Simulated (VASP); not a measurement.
Crystal: InSe.

```
CELL_PARAMETERS angstrom
4.04733 0.00000 0.00000
-2.02366 3.50509 0.00000
0.00000 0.00000 18.05206
ATOMIC_POSITIONS crystal
In 0.33333 0.66667 0.07739
In 0.33333 0.66667 0.92261
In 0.00000 0.00000 0.42261
In 0.00000 0.00000 0.57739
Se 0.33333 0.66667 0.35298
Se 0.33333 0.66667 0.64702
Se 0.66667 0.33333 0.14700
Se 0.66667 0.33333 0.85300
```

Program: VASP 6.6.1. Alike in all runs: task single point; no spin polarisation; cell as given; cutoff (eV) 520; smearing fermi-dirac 0.05 eV.

Order these runs on this cell by their pressure, lowest first.
A. level LDA; potentials or basis VASP PAW LDA potentials, release 64 (In_d, Se); k mesh 8 × 8 × 2
B. level RPBE; potentials or basis VASP PAW PBE potentials, release 64 (In_d, Se); k mesh 6 × 6 × 2
C. level r2SCAN; potentials or basis VASP PAW PBE potentials, release 64 (In_d, Se); k mesh 6 × 6 × 2

A (-2.2 GPa), C (-0.1 GPa), B (3.0 GPa).

Caveats: the PAW data sets were made with another functional, which shifts forces and pressure a little (at least some runs); the cell stands under pressure (at least some runs); this functional lacks dispersion, which binds the layers, so the pressure and a relaxed spacing across them are unreliable (at least some runs).
